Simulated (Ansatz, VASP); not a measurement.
# Two plane-wave programs on AlGeSbH2

The input INCAR:

```
SYSTEM = AlGeSbH2
  PREC = Accurate
  ENCUT = 550
  EDIFF = 1E-7
  ISMEAR = 0
  SIGMA = 0.15
  LREAL = .False.
  LASPH = .True.
  NELM = 120
  ALGO = Normal
  ISIF = 3
  LWAVE = .False.
  LCHARG = .False.
  GGA = PE
  IBRION = 2
  NSW = 36
  EDIFFG = -0.08
  GGA_COMPAT = .False.
  NELMIN = 4
```

KPOINTS

```
regular mesh
0
Gamma
  3 3 3
  0 0 0
```

File POSCAR:

```
AlGeSbH2
1.0
    4.5346120900      0.0000000000      0.0000000000
   -2.2673060500      3.9270892700      0.0000000000
    0.0000000000      0.0000000000      4.7318448500
Al Ge Sb H
1 1 1 2
Direct
    0.6666666700      0.3333333300      0.0000000000
    0.0000000000      0.0000000000      0.0000000000
    0.3333333300      0.6666666700      0.0000000000
    0.0000000000      0.0000000000      0.6939695500
    0.0000000000      0.0000000000      0.3060304500
```

Input for Ansatz:

```yaml
crystal:
  lattice:
    - [4.53461209, 0.0, 0.0]
    - [-2.26730605, 3.92708927, 0.0]
    - [0.0, 0.0, 4.73184485]
  atoms:
    - { symbol: Al, position: [0.66666667, 0.33333333, 0.0] }
    - { symbol: Ge, position: [0.0, 0.0, 0.0] }
    - { symbol: Sb, position: [0.33333333, 0.66666667, 0.0] }
    - { symbol: H, position: [0.0, 0.0, 0.69396955] }
    - { symbol: H, position: [0.0, 0.0, 0.30603045] }
basis:
  ecutwfc: 420
kpoints:
  mp_grid: { grid: [3, 3, 3] }
hamiltonian:
  xc: pbe
scf:
  occupations: { method: gaussian, width: 0.15 }
  lower_state_search: "off"
output:
  forces: true
  stress: true
  eigenvalues: true
relax:
  adjacent_minimum: "off"
  f_tol: 0.08
  max_steps: 16
  cell: { stress_tol: 0.8 }
```

Alike in both runs: task relaxation of cell and atoms; functional PBE; k mesh 3 × 3 × 3; occupations gaussian, width 0.15 eV; no spin polarisation.

```csv
,VASP,Ansatz
version,VASP 6.6.1,Ansatz 0.2.0
potentials or method,"VASP PAW PBE potentials, release 64 (Al, Ge_d, Sb_d_GW, H), cutoff 550 eV","scalar-relativistic, plane waves, PAW"
valence electrons in the cell,34,34
```

```tsv
	VASP	Ansatz	Ansatz less VASP
gap on the k mesh at the Fermi level, each at its own relaxed structure (eV)	none	none	-
relaxed volume (Å³/atom)	21.29	22.05	+0.760
relaxed length of the cell vector where the two differ most in proportion (Å)	4.574	4.708	+0.1343
```

A gap of «none» marks a metal or a gap that the smearing closes.

The k mesh is coarse, so the values compare programs but aren't converged. Neither program's run includes spin-orbit coupling. Noted on VASP's run: the volume moved by over 15 % at a fixed basis, so the end points are rough.
